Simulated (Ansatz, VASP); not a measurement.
ZnS: VASP beside Ansatz

```
Zn S
1.0
     5.38845    0.11455   -0.04250
    -0.11455   -5.32685    0.03957
     0.04250    0.03957   -5.33897
Zn S
4 4
Direct
  0.00122 0.49646 0.49762
  0.50491 0.00040 0.49565
  0.49324 0.49208 0.01366
  0.99958 0.00345 0.99891
  0.74620 0.75453 0.74997
  0.25577 0.24528 0.75307
  0.25084 0.75552 0.25038
  0.74823 0.25227 0.24073
```

Change from the starting cell: all atoms moved at random (sigma 0.03 Å a component), cell strained at random (sigma 0.03).

Alike in both runs: task single point; functional r2SCAN; k mesh 4 × 4 × 4; occupations gaussian, width 0.05 eV; no spin polarisation.

|  | VASP | Ansatz |
| --- | --- | --- |
| version | VASP 6.6.1 | Ansatz 0.2.0 |
| potentials or method | VASP PAW PBE potentials, release 64 (Zn, S), cutoff 520 eV | scalar-relativistic, plane waves, PAW |
| valence electrons in the cell | 72 | 72 |

|  | VASP | Ansatz | Ansatz less VASP |
| --- | --- | --- | --- |
| gap on the k mesh at the Fermi level (eV) | 2.66 | 2.65 | -0.010 |
| least direct gap on the mesh (eV) | 2.66 | 2.65 | -0.010 |
| pressure (GPa) | 2.1 | 2.0 | -0.05 |
| traceless stress, the component that is largest in VASP (GPa) | -2.90 | -2.88 | +0.017 |
| rms of the force components (eV/Å) | 0.271 | 0.273 | +0.0022 |

VASP's potentials were made for PBE, not for r2SCAN. Atom by atom the forces differ by 0.011 eV/Å (rms over components). With one functional, cell and mesh, what is left measures potentials, basis and numerics.
